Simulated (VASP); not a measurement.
# HRhN2 (R-3m) in VASP: density of states with LDA+U

Aim: the density of states of HRhN2 with LDA+U.

Program: VASP 6.6.1. These are calculated values, not measurements. Logs are shortened: lines on timing, memory, paths and dates and some standing lists are left out, and cuts for length are marked.

### Step 1. The cell of the first run

The structure is trigonal, space group R-3m (No. 166). The conventional cell has a = 2.994 Å, b = 2.994 Å, c = 13.808 Å, α = 90.00°, β = 90.00°, γ = 120.00°. Rh (site symmetry -3m) has 6 N at 1.99 Å within 2.6 Å. N (site symmetry 3m) has 1 H at 1.31 Å within 1.8 Å. H (site symmetry -3m) has 2 N at 1.31 Å within 1.8 Å.

### Step 2. Density of states, LDA+U

Input file POSCAR:

```
HRhN2
1.0
    2.9935612100      0.0000000000      0.0000000000
   -1.4967806100      2.5925020700      0.0000000000
   -1.4967806100      0.8641633100      4.6025140500
Rh N H
1 2 1
Direct
    0.0000000000      0.0000000000      0.0000000000
    0.4051000000      0.5949000000      0.2153000000
    0.5949000000      0.4051000000      0.7847000000
    0.5000000000      0.5000000000      0.5000000000
```

Input file INCAR.step1:

```
ALGO = Normal ; EDIFF = 1E-6
ENCUT = 520 ; ISIF = 2
ISMEAR = -1 ; LASPH = True
LCHARG = True ; LDAU = True
LDAUJ = 0.66 0 0 ; LDAUL = 2 -1 -1
LDAUPRINT = 1 ; LDAUTYPE = 1
LDAUU = 3.93 0 0 ; LMAXMIX = 4
LREAL = False ; LWAVE = False
NBANDS = 21 ; NELM = 150
PREC = Accurate ; SIGMA = 0.1
```

Input file KPOINTS.step1:

```
k-points
0
Gamma
  10 10 10
```

Input file INCAR.step2:

```
ALGO = Normal ; EDIFF = 1E-6
ENCUT = 520 ; ICHARG = 11
ISIF = 2 ; ISMEAR = -5
LASPH = True ; LCHARG = False
LDAU = True ; LDAUJ = 0.66 0 0
LDAUL = 2 -1 -1 ; LDAUPRINT = 1
LDAUTYPE = 1 ; LDAUU = 3.93 0 0
LMAXMIX = 4 ; LORBIT = 10
LREAL = False ; LWAVE = False
NBANDS = 21 ; NEDOS = 2001
NELM = 150 ; PREC = Accurate
SIGMA = 0.1
```

Input file KPOINTS.step2:

```
k-points
0
Gamma
  15 15 15
```

Potentials or basis: VASP PAW LDA potentials, release 64 (Rh_pv, N, H).

On the command line:

```console
$ cat potpaw_LDA.64/Rh_pv/POTCAR potpaw_LDA.64/N/POTCAR potpaw_LDA.64/H/POTCAR > POTCAR
$ cp INCAR.step1 INCAR
$ cp KPOINTS.step1 KPOINTS
$ mpirun -np 1 vasp_std > vasp.out
$ cp INCAR.step2 INCAR
$ cp KPOINTS.step2 KPOINTS
$ mpirun -np 1 vasp_std > vasp.out
```

OUTCAR:

```text
EDIFF = 1E-6
   ENCUT = 520
   ICHARG = 11
   ISIF = 2
   ISMEAR = -5
   LASPH = True
   LORBIT = 10
   LREAL = False
   NELM = 150
   PREC = Accurate

 ion  position               nearest neighbor table
   1  0.000  0.000  0.000-   2 1.99   3 1.99   3 1.99   2 1.99   2 1.99   3 1.99
   2  0.405  0.595  0.215-   4 1.31   1 1.99   1 1.99   1 1.99
   3  0.595  0.405  0.785-   4 1.31   1 1.99   1 1.99   1 1.99
   4  0.500  0.500  0.500-   2 1.31   3 1.31

  LATTYP: Found a trigonal (rhomboedric) cell.
 ALAT       =     4.9163289607
 COS(alpha) =     0.8146190319

  Lattice vectors:

 A1 = (   0.0000000000,  -1.7283387600,   4.6025140500)
 A2 = (   1.4967806000,   0.8641633100,   4.6025140500)
 A3 = (  -1.4967806100,   0.8641633100,   4.6025140500)

Analysis of symmetry for initial positions (statically):
=====================================================================
 Subroutine PRICEL returns:
 Original cell was already a primitive cell.

 Routine SETGRP: Setting up the symmetry group for a
 trigonal (rhombohedral) supercell.

 Subroutine GETGRP returns: Found 12 space group operations
 (whereof 12 operations were pure point group operations)
 out of a pool of 12 trial point group operations.

The static configuration has the point symmetry D_3d.

Analysis of symmetry for dynamics (positions and initial velocities):
=====================================================================
 Subroutine PRICEL returns:
 Original cell was already a primitive cell.

 Routine SETGRP: Setting up the symmetry group for a
 trigonal (rhombohedral) supercell.

 Subroutine GETGRP returns: Found 12 space group operations
 (whereof 12 operations were pure point group operations)
 out of a pool of 12 trial point group operations.

The dynamic configuration has the point symmetry D_3d.

 Subroutine INISYM returns: Found 12 space group operations
 (whereof 12 operations are pure point group operations),
 and found     1 'primitive' translations

[... 157 lines left out ...]
  0.0000 -0.0000  0.8257 -0.0000  0.0000
  0.1149 -0.0000 -0.0000  0.6522 -0.0000
 -0.0000  0.1149  0.0000 -0.0000  0.7357

 occupancies and eigenvectors

  o =  0.5717  v = -0.0006  0.8190  0.0000  0.0008 -0.5739  0.0000  0.0000  0.0000  0.0000  0.0000      0.0000  0.0000  0.0000  0.0000  0.0000  0.0000  0.0000  0.0000  0.0000  0.0000
  o =  0.5717  v =  0.0000  0.0000  0.0000  0.0000  0.0000 -0.0006  0.8190  0.0000  0.0008 -0.5739      0.0000  0.0000  0.0000  0.0000  0.0000  0.0000  0.0000  0.0000  0.0000  0.0000
  o =  0.5717  v =  0.5739  0.0008 -0.0000 -0.8190 -0.0006  0.0000  0.0000  0.0000  0.0000  0.0000      0.0000  0.0000  0.0000  0.0000  0.0000  0.0000  0.0000  0.0000  0.0000  0.0000
  o =  0.5717  v =  0.0000  0.0000  0.0000  0.0000  0.0000  0.5739  0.0008 -0.0000 -0.8190 -0.0006      0.0000  0.0000  0.0000  0.0000  0.0000  0.0000  0.0000  0.0000  0.0000  0.0000
  o =  0.8163  v =  0.8190  0.0003 -0.0000  0.5739  0.0005  0.0000  0.0000  0.0000  0.0000  0.0000      0.0000  0.0000  0.0000  0.0000  0.0000  0.0000  0.0000  0.0000  0.0000  0.0000
  o =  0.8163  v =  0.0000  0.0000  0.0000  0.0000  0.0000  0.8190  0.0003 -0.0000  0.5739  0.0005      0.0000  0.0000  0.0000  0.0000  0.0000  0.0000  0.0000  0.0000  0.0000  0.0000
  o =  0.8163  v =  0.0000  0.0000  0.0000  0.0000  0.0000 -0.0005  0.5739 -0.0000 -0.0003  0.8190      0.0000  0.0000  0.0000  0.0000  0.0000  0.0000  0.0000  0.0000  0.0000  0.0000
  o =  0.8163  v = -0.0005  0.5739 -0.0000 -0.0003  0.8190  0.0000  0.0000  0.0000  0.0000  0.0000      0.0000  0.0000  0.0000  0.0000  0.0000  0.0000  0.0000  0.0000  0.0000  0.0000
  o =  0.8257  v =  0.0000  0.0000  0.0000  0.0000  0.0000  0.0000  0.0000  1.0000  0.0000  0.0000      0.0000  0.0000  0.0000  0.0000  0.0000  0.0000  0.0000  0.0000  0.0000  0.0000
  o =  0.8257  v =  0.0000  0.0000  1.0000  0.0000  0.0000  0.0000  0.0000  0.0000  0.0000  0.0000      0.0000  0.0000  0.0000  0.0000  0.0000  0.0000  0.0000  0.0000  0.0000  0.0000

 number of electron      25.9999998 magnetization

 Free energy of the ion-electron system (eV)
  ---------------------------------------------------
  ext. energy  EPLUGINS =         0.00000000
  ---------------------------------------------------
  free energy    TOTEN  =       -25.27771716 eV

  energy without entropy =      -25.27771716  energy(sigma->0) =      -25.27771716

 E-fermi :   5.5572     XC(G=0): -12.0399

 val. band max:        5.5712731827   @ k =  -0.2667   0.2667   0.0667
 cond. band min:       5.4895619475   @ k =  -0.3333   0.0000   0.0667
 fundamental gap:     -0.0817112352
 Fermi energy:         5.5571927281

 k-point     1 :       0.0000    0.0000    0.0000
  band No.  band energies     occupation
      1     -40.9430      2.00000
      2     -40.9430      2.00000
      3     -40.8714      2.00000
      4     -10.8259      2.00000
      5      -7.1347      2.00000
      6      -3.3302      2.00000
[... 565 lines left out ...]
     20      19.2294      0.00000
     21      19.9837      0.00000

 [... further k-points ...]
[... 5 lines left out ...]
  --------------------------------------------------------------------------------------
  -------------------------------------------------------------------------------------
  Total        0.4232808      0.4232814     -2.7374014     -0.0000000      0.0000024      0.0000000
  in kB       18.9861428     18.9861723   -122.7853907     -0.0000000      0.0001080      0.0000001
  external PRESSURE =     -28.2710252 kB  Pullay stress =       0.0000000 kB

 VOLUME and BASIS-vectors are now :
 -----------------------------------------------------------------------------
  energy-cutoff  :      520.00
  volume of cell :       35.72
      direct lattice vectors                 reciprocal lattice vectors
     2.993561210  0.000000000  0.000000000     0.334050293  0.192863878  0.072424356
    -1.496780610  2.592502070  0.000000000     0.000000000  0.385727754 -0.072423847
    -1.496780610  0.864163310  4.602514050     0.000000000  0.000000000  0.217272558

 POSITION                                       TOTAL-FORCE (eV/Angst)
 -----------------------------------------------------------------------------------
      0.00000      0.00000      0.00000         0.000000     -0.000000      0.000000
     -0.00000      1.72833      0.99092        -0.000000     -0.000001      0.881844
     -0.00000      1.72833      3.61159         0.000000      0.000001     -0.881844
     -0.00000      1.72833      2.30126         0.000000      0.000000      0.000000
 -----------------------------------------------------------------------------------
    total drift:                                0.000000      0.000000      0.000000

  FREE ENERGIE OF THE ION-ELECTRON SYSTEM (eV)
  ---------------------------------------------------
  free  energy   TOTEN  =       -25.2777171618 eV

  energy  without entropy=      -25.2777171618  energy(sigma->0) =      -25.27771716

 total charge

# of ion       s       p       d       tot
------------------------------------------
    1        0.461   6.461   7.146  14.068
    2        1.262   2.354   0.000   3.616
    3        1.262   2.354   0.000   3.616
    4        0.465   0.060   0.000   0.524
--------------------------------------------------
tot          3.449  11.228   7.146  21.823
```

OUTCAR.step1:

```text
EDIFF = 1E-6
   ENCUT = 520
   ISIF = 2
   ISMEAR = -1
   LASPH = True
   LREAL = False
[... 841 lines left out ...]
     -0.00000      1.72833      0.99092        -0.000000     -0.000001      0.889682
     -0.00000      1.72833      3.61159         0.000000      0.000001     -0.889682
     -0.00000      1.72833      2.30126         0.000000     -0.000000     -0.000000
 -----------------------------------------------------------------------------------
    total drift:                                0.000000      0.000000      0.000000

  FREE ENERGIE OF THE ION-ELECTRON SYSTEM (eV)
  ---------------------------------------------------
  free  energy   TOTEN  =       -25.3206197808 eV

  energy  without entropy=      -25.2340442874  energy(sigma->0) =      -25.27733203
```

OSZICAR.step1:

```text
N       E                     dE             d eps       ncg     rms          rms(c)
DAV:   1     0.222495231955E+03    0.22250E+03   -0.15110E+04  4880   0.126E+03
DAV:   2    -0.202682529780E+02   -0.24276E+03   -0.23476E+03  5537   0.366E+02
DAV:   3    -0.293880603578E+02   -0.91198E+01   -0.90240E+01  5817   0.746E+01
DAV:   4    -0.294646004342E+02   -0.76540E-01   -0.76515E-01  5365   0.731E+00
DAV:   5    -0.294656214913E+02   -0.10211E-02   -0.10210E-02  5833   0.815E-01    0.334E+01
DAV:   6    -0.288200903359E+02    0.64553E+00   -0.69690E+01  5422   0.566E+01    0.210E+01
DAV:   7    -0.252999157089E+02    0.35202E+01   -0.16190E+01  5307   0.383E+01    0.773E+00
DAV:   8    -0.253162254392E+02   -0.16310E-01   -0.55638E-01  5427   0.500E+00    0.319E+00
DAV:   9    -0.253190406624E+02   -0.28152E-02   -0.46836E-02  5903   0.147E+00    0.376E-01
DAV:  10    -0.253204838325E+02   -0.14432E-02   -0.56704E-03  5557   0.640E-01    0.133E-01
DAV:  11    -0.253206231799E+02   -0.13935E-03   -0.92882E-04  5717   0.267E-01    0.118E-01
DAV:  12    -0.253206185201E+02    0.46598E-05   -0.81881E-05  5542   0.728E-02    0.149E-02
DAV:  13    -0.253206198259E+02   -0.13058E-05   -0.11030E-05  5592   0.274E-02    0.989E-03
DAV:  14    -0.253206197808E+02    0.45028E-07   -0.50064E-07  3056   0.600E-03
   1 F= -.25320620E+02 E0= -.25277332E+02  d E =-.865755E-01
```

Wall time 6.4 min (1 thread of AMD EPYC 7R43 (Zen 3), shared host); peak memory 0.3 GiB.

What came out:

```yaml
Valence_electrons_inside_the_program's_atomic_spheres: Rh 14.07; N 3.62; H 0.52
```

Eigenvalues of the final occupation matrices:
```tsv
site	spin	trace	eigenvalues
site 1 d	1	3.60	0.57 0.57 0.82 0.82 0.83
site 1 d	2	3.60	0.57 0.57 0.82 0.82 0.83
```

Caveat: U without spin polarisation on a metal has little footing; tetrahedron occupations give inexact forces and stress in metals.
